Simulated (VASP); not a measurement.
# BN (F-43m) in VASP: further runs

Runs on BN. Level: r2SCAN. Tasks: single point, relaxation of cell and atoms.

Everything below comes from runs of VASP 6.6.1. Logs are shortened: lines on timing, memory, paths and dates and some standing lists are left out, and cuts for length are marked.

## Step 1: The cell of the first run

Symmetry: F-43m, No. 216, cubic system. Conventional cell: a = 3.626 Å, b = 3.626 Å, c = 3.626 Å, α = 90.00°, β = 90.00°, γ = 90.00°. B (site symmetry -43m) has 4 N at 1.57 Å within 2.1 Å. Within 2.1 Å of N (site symmetry -43m) lie 4 B at 1.57 Å.

## Step 2: Single point, r2SCAN

Contents of POSCAR:

```
BN
1.0
    0.0000000000      1.8130010000      1.8130010000
    1.8130010000      0.0000000000      1.8130010000
    1.8130010000      1.8130010000      0.0000000000
B N
1 1
Direct
    0.0000000000      0.0000000000      0.0000000000
    0.2500000000      0.2500000000      0.2500000000
```

Contents of INCAR.step1:

```
SYSTEM = BN
PREC = Accurate
ENCUT = 520
ISMEAR = 0
SIGMA = 0.1
LREAL = .False.
LASPH = .True.
NELM = 80
NBANDS = 11
GGA = PE
ALGO = Normal
EDIFF = 1E-4
LWAVE = .True.
LCHARG = .False.
```

Contents of INCAR.step2:

```
SYSTEM = BN
PREC = Accurate
ENCUT = 520
EDIFF = 1E-7
ISMEAR = 0
SIGMA = 0.1
LREAL = .False.
LASPH = .True.
NELM = 80
ALGO = Normal
ISIF = 2
LWAVE = .False.
LCHARG = .False.
METAGGA = R2SCAN
LMIXTAU = .True.
NBANDS = 11
ISTART = 1
```

Contents of KPOINTS:

```
regular mesh
0
Gamma
  8 8 8
  0 0 0
```

Potentials or basis: VASP PAW PBE potentials, release 64 (B, N).

Run with:

```bash
$ cat potpaw_PBE.64/B/POTCAR potpaw_PBE.64/N/POTCAR > POTCAR
$ cp INCAR.step1 INCAR
$ mpirun -np 1 vasp_std > vasp.out
$ cp INCAR.step2 INCAR
$ mpirun -np 1 vasp_std > vasp.out
```

OUTCAR:

```text
SYSTEM = BN
   PREC = Accurate
   ENCUT = 520
   EDIFF = 1E-7
   ISMEAR = 0
   LREAL = .False.
   LASPH = .True.
   NELM = 80
   ISIF = 2
   METAGGA = R2SCAN
   ISTART = 1

 ion  position               nearest neighbor table
   1  0.000  0.000  0.000-   2 1.57   2 1.57   2 1.57   2 1.57
   2  0.250  0.250  0.250-   1 1.57   1 1.57   1 1.57   1 1.57

  LATTYP: Found a face centered cubic cell.
 ALAT       =     3.6260020000

  Lattice vectors:

 A1 = (   0.0000000000,   1.8130010000,   1.8130010000)
 A2 = (   1.8130010000,   0.0000000000,   1.8130010000)
 A3 = (   1.8130010000,   1.8130010000,   0.0000000000)

Analysis of symmetry for initial positions (statically):
=====================================================================
 Subroutine PRICEL returns:
 Original cell was already a primitive cell.

 Routine SETGRP: Setting up the symmetry group for a
 face centered cubic supercell.

 Subroutine GETGRP returns: Found 24 space group operations
 (whereof 24 operations were pure point group operations)
 out of a pool of 48 trial point group operations.

The static configuration has the point symmetry T_d .

Analysis of symmetry for dynamics (positions and initial velocities):
=====================================================================
 Subroutine PRICEL returns:
 Original cell was already a primitive cell.

 Routine SETGRP: Setting up the symmetry group for a
 face centered cubic supercell.

 Subroutine GETGRP returns: Found 24 space group operations
 (whereof 24 operations were pure point group operations)
 out of a pool of 48 trial point group operations.

The dynamic configuration has the point symmetry T_d .

 Subroutine INISYM returns: Found 24 space group operations
 (whereof 24 operations are pure point group operations),
 and found     1 'primitive' translations

----------------------------------------------------------------------------------------

                                     Primitive cell

  volume of cell :      11.9186

  direct lattice vectors                    reciprocal lattice vectors
     0.000000000  1.813001000  1.813001000    -0.275785838  0.275785838  0.275785838
     1.813001000  0.000000000  1.813001000     0.275785838 -0.275785838  0.275785838
     1.813001000  1.813001000  0.000000000     0.275785838  0.275785838 -0.275785838

  length of vectors
     2.563970603  2.563970603  2.563970603     0.477675083  0.477675083  0.477675083

  position of ions in fractional coordinates (direct lattice)
     0.000000000  0.000000000  0.000000000
     0.250000000  0.250000000  0.250000000

  ion indices of the primitive-cell ions
   primitive index   ion index
                 1           1
                 2           2

----------------------------------------------------------------------------------------

 KPOINTS: regular mesh

Automatic generation of k-mesh.
 Grid dimensions read from file:
 generate k-points for:    8    8    8

 Generating k-lattice:

  Cartesian coordinates                     Fractional coordinates (reciprocal lattice)
    -0.034473230  0.034473230  0.034473230     0.125000000  0.000000000  0.000000000
     0.034473230 -0.034473230  0.034473230     0.000000000  0.125000000  0.000000000
     0.034473230  0.034473230 -0.034473230     0.000000000  0.000000000  0.125000000

  Length of vectors
     0.059709385  0.059709385  0.059709385

  Shift w.r.t. Gamma in fractional coordinates (k-lattice)
     0.000000000  0.000000000  0.000000000

 Subroutine IBZKPT returns following result:
 ===========================================

 Found     29 irreducible k-points:

 Following reciprocal coordinates:
            Coordinates               Weight
  0.000000  0.000000  0.000000      1.000000
  0.125000  0.000000  0.000000      8.000000
  0.250000  0.000000  0.000000      8.000000
  0.375000  0.000000  0.000000      8.000000
  0.500000  0.000000  0.000000      4.000000
  0.125000  0.125000  0.000000      6.000000
[... 16 lines left out ...]
  0.500000  0.250000  0.125000     48.000000
 -0.375000  0.250000  0.125000     24.000000
 [... further k-points ...]
   k-points           NKPTS =     29   k-points in BZ     NKDIM =     29   number of bands    NBANDS=     11
   number of dos      NEDOS =    301   number of ions     NIONS =      2
   total plane-waves  NPLWV =   8000
   dimension x,y,z NGX =    20 NGY =   20 NGZ =   20
   dimension x,y,z NGXF=    40 NGYF=   40 NGZF=   40
   ions per type =               1   1
   NGX,Y,Z   is equivalent  to a cutoff of  12.97, 12.97, 12.97 a.u.
   NGXF,Y,Z  is equivalent  to a cutoff of  25.94, 25.94, 25.94 a.u.
 SYSTEM =  BN
   PREC   = accura    normal or accurate (medium, high low for compatibility)
   ISTART =      1    job   : 0-new  1-cont  2-samecut
   ICHARG =      0    charge: 1-file 2-atom 10-const
   ISPIN  =      1    spin polarized calculation?
   LNONCOLLINEAR =      F non collinear calculations
   LSORBIT =      F    spin-orbit coupling
   LASPH  =      T    aspherical Exc in radial PAW
   ENCUT  =  520.0 eV  38.22 Ry    6.18 a.u.   4.77  4.77  4.77*2*pi/ulx,y,z
   NELM   =     80;   NELMIN=  2; NELMDL=  0     # of ELM steps
   EDIFF  = 0.1E-06   stopping-criterion for ELM
   LREAL  =      F    real-space projection
   EDIFFG = 0.1E-05   stopping-criterion for IOM
   NSW    =      0    number of steps for IOM
   IBRION =     -1    ionic relax: 0-MD 1-quasi-New 2-CG
   NFREE  =      0    steps in history (QN), initial steepest desc. (CG)
   ISIF   =      2    stress and relaxation
   ISYM   =      2    0-nonsym 1-usesym 2-fastsym
   POTIM  = 0.5000    time-step for ionic-motion
   TEBEG  =    0.0;   TEEND  =   0.0 temperature during run
   PSTRESS=    0.0 pullay stress
   NELECT =       8.0000    total number of electrons
   NUPDOWN=      -1.0000    fix difference up-down
   EMIN   =  10.00;   EMAX   =-10.00  energy-range for DOS
   EFERMI =   0.00;   METHOD = LEGACY
   ISMEAR =     0;   SIGMA  =   0.10  broadening in eV -4-tet -1-fermi 0-gaus
   EFERMI_NEDOS =   21; number of points for ismear=-14 and -15
   IALGO  =     38    algorithm
   IMIX   =      4    mixing-type and parameters
     AMIX     =   0.40;   BMIX     =  1.00
     AMIX_MAG =   1.60;   BMIX_MAG =  1.00
  volume/ion in A,a.u.               =       5.96        40.22
  Fermi-wavevector in a.u.,A,eV,Ry     =   1.433387  2.708709 27.954506  2.054598
  Thomas-Fermi vector in A             =   2.552911
   LORBIT       =      0    0 simple, 1 ext, 2 COOP (PROOUT), +10 PAW based schemes
   METAGGA = R2SCAN    functional components
   LHFCALC =     F    Hartree Fock is set to
   AEXX    =    0.0000 exact exchange contribution
   IVDW    =     0    specifies the selected vdW correction
   LEPSILON=     F    determine dielectric tensor
   LRPA    =     F    only Hartree local field effects (RPA)
 non-spin polarized calculation
 Gauss-broadening in eV      SIGMA  =   0.10
  energy-cutoff  :      520.00
  volume of cell :       11.92
 maximum number of plane-waves:       332
   NGX =  9   NGY =  9   NGZ =  9

 number of electron       7.9999999 magnetization

 Free energy of the ion-electron system (eV)
  ---------------------------------------------------
  ext. energy  EPLUGINS =         0.00000000
  ---------------------------------------------------
  free energy    TOTEN  =       -19.17017625 eV

  energy without entropy =      -19.17017625  energy(sigma->0) =      -19.17017625

 E-fermi :   7.5684     XC(G=0): -13.5979

 val. band max:        7.1309976407   @ k =   0.0000   0.0000   0.0000
 cond. band min:      12.0956501704   @ k =   0.5000   0.5000   0.0000
 fundamental gap:      4.9646525297
 Fermi energy:         7.5683850945

 k-point     1 :       0.0000    0.0000    0.0000
  band No.  band energies     occupation
      1     -14.0548      2.00000
      2       7.1310      2.00000
      3       7.1310      2.00000
      4       7.1310      2.00000
      5      16.6124      0.00000
      6      16.6124      0.00000
      7      16.6124      0.00000
      8      18.0367      0.00000
      9      33.0835      0.00000
     10      35.7618      0.00000
     11      35.7618      0.00000

 k-point     2 :       0.1250    0.0000    0.0000
  band No.  band energies     occupation
      1     -13.6656      2.00000
      2       5.1835      2.00000
      3       6.7426      2.00000
      4       6.7426      2.00000
      5      16.9651      0.00000
      6      17.2059      0.00000
      7      17.2059      0.00000
      8      19.3090      0.00000
      9      32.6725      0.00000
     10      32.7319      0.00000
     11      32.7319      0.00000

 k-point     3 :       0.2500    0.0000    0.0000
  band No.  band energies     occupation
      1     -12.5397      2.00000
      2       1.4488      2.00000
      3       5.9741      2.00000
      4       5.9741      2.00000
      5      17.3664      0.00000
      6      18.1903      0.00000
      7      18.1903      0.00000
      8      21.5432      0.00000
      9      31.6751      0.00000
     10      31.6751      0.00000
     11      31.8011      0.00000

 k-point     4 :       0.3750    0.0000    0.0000
  band No.  band energies     occupation
      1     -10.8970      2.00000
      2      -2.0986      2.00000
      3       5.3581      2.00000
      4       5.3581      2.00000
      5      17.6778      0.00000
      6      18.5528      0.00000
      7      18.5528      0.00000
      8      22.9857      0.00000
      9      31.6071      0.00000
     10      33.3454      0.00000
     11      33.3454      0.00000
[... 239 lines left out ...]
 k-point    22 :       0.3750    0.2500    0.1250
  band No.  band energies     occupation
      1     -11.5825      2.00000
      2       1.1927      2.00000
      3       3.0754      2.00000
      4       5.0471      2.00000
      5      16.3447      0.00000
      6      19.7526      0.00000
      7      20.4525      0.00000
      8      21.3091      0.00000
      9      27.6434      0.00000
     10      34.0411      0.00000
     11      35.7185      0.00000

 k-point    23 :       0.5000    0.2500    0.1250
  band No.  band energies     occupation
      1     -10.0546      2.00000
      2      -1.3769      2.00000
      3       2.2146      2.00000
      4       4.1016      2.00000
      5      17.1920      0.00000
      6      19.2215      0.00000
      7      21.6382      0.00000
      8      22.6984      0.00000
      9      28.3659      0.00000
     10      33.5459      0.00000
     11      35.9535      0.00000

 k-point    24 :      -0.3750    0.2500    0.1250
  band No.  band energies     occupation
      1      -9.0884      2.00000
      2      -2.8460      2.00000
      3       2.1270      2.00000
      4       3.5916      2.00000
      5      17.4091      0.00000
      6      18.9803      0.00000
      7      22.3507      0.00000
      8      23.9038      0.00000
      9      27.6748      0.00000
     10      34.2597      0.00000
     11      35.9181      0.00000

 [... further k-points ...]

------------------------ aborting loop because EDIFF is reached ----------------------------------------

  FORCE on cell =-STRESS in cart. coord.  units (eV):
  Direction    XX          YY          ZZ          XY          YZ          ZX
  --------------------------------------------------------------------------------------
  -------------------------------------------------------------------------------------
  Total       -0.3042927     -0.3042927     -0.3042927     -0.0000000      0.0000000      0.0000000
  in kB      -40.9051489    -40.9051489    -40.9051489     -0.0000000      0.0000000      0.0000000
  external PRESSURE =     -40.9051489 kB  Pullay stress =       0.0000000 kB

 VOLUME and BASIS-vectors are now :
 -----------------------------------------------------------------------------
  energy-cutoff  :      520.00
  volume of cell :       11.92
      direct lattice vectors                 reciprocal lattice vectors
     0.000000000  1.813001000  1.813001000    -0.275785838  0.275785838  0.275785838
     1.813001000  0.000000000  1.813001000     0.275785838 -0.275785838  0.275785838
     1.813001000  1.813001000  0.000000000     0.275785838  0.275785838 -0.275785838

 POSITION                                       TOTAL-FORCE (eV/Angst)
 -----------------------------------------------------------------------------------
      0.00000      0.00000      0.00000         0.000000      0.000000     -0.000000
      0.90650      0.90650      0.90650        -0.000000     -0.000000      0.000000
 -----------------------------------------------------------------------------------
    total drift:                                0.000000      0.000000      0.000000

  FREE ENERGIE OF THE ION-ELECTRON SYSTEM (eV)
  ---------------------------------------------------
  free  energy   TOTEN  =       -19.1701762457 eV

  energy  without entropy=      -19.1701762457  energy(sigma->0) =      -19.17017625
```

Wall time 20 s (1 thread of Intel Xeon 8259CL, shared host); peak memory 0.12 GiB.

What came out:

| Property | Result |
| --- | --- |
| Free energy | -19.1702 eV |
| Pressure | -4.1 GPa |
| Band gap on the k mesh | 4.96 eV (least direct gap 9.48 eV) |

Caveat: the cell stands under tension; the PAW data sets were made with another functional, which shifts forces and pressure a little.

## Step 3: Single point, r2SCAN

This run uses another cell than the first one, of 5.88 Å³/atom.

Contents of POSCAR:

```
BN
1.0
    0.0000000000      1.8044241079      1.8044241079
    1.8044241079      0.0000000000      1.8044241079
    1.8044241079      1.8044241079      0.0000000000
B N
1 1
Direct
    0.0000000000      0.0000000000      0.0000000000
    0.2500000000      0.2500000000      0.2500000000
```

Contents of INCAR.step1:

```
SYSTEM = BN
PREC = Accurate
ENCUT = 520
ISMEAR = 0
SIGMA = 0.02
LREAL = .FALSE.
LASPH = .TRUE.
NELM = 60
NBANDS = 11
GGA = PE
ALGO = Normal
EDIFF = 1E-4
LWAVE = .TRUE.
LCHARG = .FALSE.
```

Contents of INCAR.step2:

```
SYSTEM = BN
PREC = Accurate
ENCUT = 520
EDIFF = 1E-7
ISMEAR = 0
SIGMA = 0.02
LREAL = .FALSE.
LASPH = .TRUE.
NELM = 60
ALGO = Normal
ISIF = 2
LWAVE = .FALSE.
LCHARG = .TRUE.
METAGGA = R2SCAN
LMIXTAU = .TRUE.
LELF = .TRUE.
LVHAR = .TRUE.
NBANDS = 11
ISTART = 1
```

Contents of KPOINTS:

```
Automatic mesh
0
G
  12 12 12
  0 0 0
```

Potentials or basis: VASP PAW PBE potentials, release 64 (B, N).

Run with:

```bash
$ cat potpaw_PBE.64/B/POTCAR potpaw_PBE.64/N/POTCAR > POTCAR
$ cp INCAR.step1 INCAR
$ mpirun -np 1 vasp_std > vasp.out
$ cp INCAR.step2 INCAR
$ mpirun -np 1 vasp_std > vasp.out
```

It took 42 s on 1 thread of Intel Xeon 8259CL, shared host; peak memory 0.13 GiB.

The run converged. Its results:

| Property | Result |
| --- | --- |
| Free energy | -19.1715 eV |
| Pressure | 1.4 GPa |
| Band gap on the k mesh | 4.98 eV (least direct gap 9.55 eV) |

Levels at points of the mesh, in eV from the valence-band top:
```tsv
k point	band 2	band 3	band 4	band 5	band 6	band 7
(0.00, 0.00, 0.00)	0.00	0.00	0.00	9.55	9.55	9.55
(0.50, 0.00, 0.00)	-11.13	-2.02	-2.02	10.86	11.50	11.50
(0.50, 0.50, 0.00)	-9.35	-5.12	-5.12	4.98	9.85	19.34
```

Caveat: the PAW data sets were made with another functional, which shifts forces and pressure a little. A k mesh can miss the band edges.

## Step 4: Relaxation of cell and atoms, r2SCAN

Contents of POSCAR:

```
BN
1.0
    0.0000000000      1.8130010000      1.8130010000
    1.8130010000      0.0000000000      1.8130010000
    1.8130010000      1.8130010000      0.0000000000
B N
1 1
Direct
    0.0000000000      0.0000000000      0.0000000000
    0.2500000000      0.2500000000      0.2500000000
```

Contents of INCAR.step1:

```
SYSTEM = BN
ALGO     = Normal         ! electronic algorithm
EDIFF    = 1E-4           ! SCF threshold, eV
ENCUT    = 600            ! plane-wave cutoff, eV
GGA      = PE             ! functional
ISMEAR   = 0              ! smearing method
LASPH    = .True.         ! aspherical terms in the spheres
LCHARG   = .False.        ! write CHGCAR
LREAL    = .False.        ! projectors in reciprocal space
LWAVE    = .True.         ! write WAVECAR
NELM     = 100            ! most SCF steps
PREC     = Accurate       ! precision mode
SIGMA    = 0.02           ! smearing width, eV
```

Contents of INCAR.step2:

```
SYSTEM = BN
ALGO     = Normal         ! electronic algorithm
EDIFF    = 1E-7           ! SCF threshold, eV
EDIFFG   = -0.002         ! ionic threshold
ENCUT    = 600            ! plane-wave cutoff, eV
IBRION   = 2              ! ionic algorithm
ISIF     = 3              ! what is computed and relaxed
ISMEAR   = 0              ! smearing method
ISTART   = 1            
LASPH    = .True.         ! aspherical terms in the spheres
LCHARG   = .False.        ! write CHGCAR
LMIXTAU  = .True.       
LREAL    = .False.        ! projectors in reciprocal space
LWAVE    = .False.        ! write WAVECAR
METAGGA  = R2SCAN         ! meta-GGA
NELM     = 100            ! most SCF steps
NSW      = 100            ! ionic steps
PREC     = Accurate       ! precision mode
SIGMA    = 0.02           ! smearing width, eV
```

Contents of KPOINTS:

```
k-points
0
Gamma
  12 12 12
  0 0 0
```

Run with:

```bash
$ cat potpaw_PBE.64/B/POTCAR potpaw_PBE.64/N/POTCAR > POTCAR
$ cp INCAR.step1 INCAR
$ mpirun -np 1 vasp_std > vasp.out
$ cp INCAR.step2 INCAR
$ mpirun -np 1 vasp_std > vasp.out
```

Wall time 2 min (1 thread of Intel Xeon 8259CL, shared host); peak memory 0.13 GiB.

Results (log left out):

| Property | Result |
| --- | --- |
| Free energy | -19.1749 eV |
| Relaxed volume | 5.90 Å³/atom |
| Relaxed cell | a = 2.555 Å, b = 2.555 Å, c = 2.555 Å, α = 60.00°, β = 60.00°, γ = 60.00° |
| Space group after relaxing (to 0.1 Å) | F-43m (No. 216) |
| Energy gained by relaxing | 0.8 meV/atom |
| Ionic steps | 3 |
| Pressure after relaxing | 0.0 GPa |
| Band gap on the k mesh | 4.98 eV (least direct gap 9.53 eV) |

The path:
```csv
step,energy change (eV),largest force (eV/Å),pressure (GPa),volume (Å³)
1,0.0000,0.0000,-4.03,11.92
2,0.0002,0.0000,4.49,11.66
3,-0.0016,0.0000,0.00,11.79
```

Final structure:
```cif
data_structure
_symmetry_space_group_name_H-M 'P 1'
_symmetry_Int_Tables_number 1
_cell_length_a 2.5550
_cell_length_b 2.5550
_cell_length_c 2.5550
_cell_angle_alpha 60.000
_cell_angle_beta 60.000
_cell_angle_gamma 60.000
_cell_volume 11.79
loop_
_atom_site_label
_atom_site_type_symbol
_atom_site_fract_x
_atom_site_fract_y
_atom_site_fract_z
_atom_site_occupancy
B1 B 0.00000 0.00000 0.00000 1
N1 N 0.25000 0.25000 0.25000 1
```

Levels at points of the mesh, in eV from the valence-band top:
| k point | band 2 | band 3 | band 4 | band 5 | band 6 | band 7 |
| --- | --- | --- | --- | --- | --- | --- |
| (0.00, 0.00, 0.00) | 0.00 | 0.00 | 0.00 | 9.53 | 9.53 | 9.53 |
| (0.50, 0.00, 0.00) | -11.10 | -2.02 | -2.02 | 10.81 | 11.48 | 11.48 |
| (0.50, 0.50, 0.00) | -9.33 | -5.10 | -5.10 | 4.98 | 9.82 | 19.28 |

Caveat: the PAW data sets were made with another functional, which shifts forces and pressure a little.

## Step 5: The runs side by side

| task | cell | k mesh | cutoff (eV) | smearing | gap on the mesh (eV) | pressure (GPa) |
| --- | --- | --- | --- | --- | --- | --- |
| single point | a = 2.564 Å, angles 60.0°, 2 atoms | 8 × 8 × 8 | 520 | gaussian 0.1 eV | 4.96 | -4.1 |
| single point | a = 2.552 Å, angles 60.0°, 2 atoms | 12 × 12 × 12 | 520 | gaussian 0.02 eV | 4.98 | 1.4 |
| relaxation of cell and atoms | relaxed from a = 2.564 Å, angles 60.0°, 2 atoms | 12 × 12 × 12 | 600 | gaussian 0.02 eV | 4.98 | 0.0 |

Alike in all rows: level r2SCAN; potentials or basis VASP PAW PBE potentials, release 64 (B, N); no spin polarisation.

Caveats: the PAW data sets were made with another functional, which shifts forces and pressure a little; the cell stands under tension (at least some runs).

Absolute energies hang on the potentials; compare differences alone.
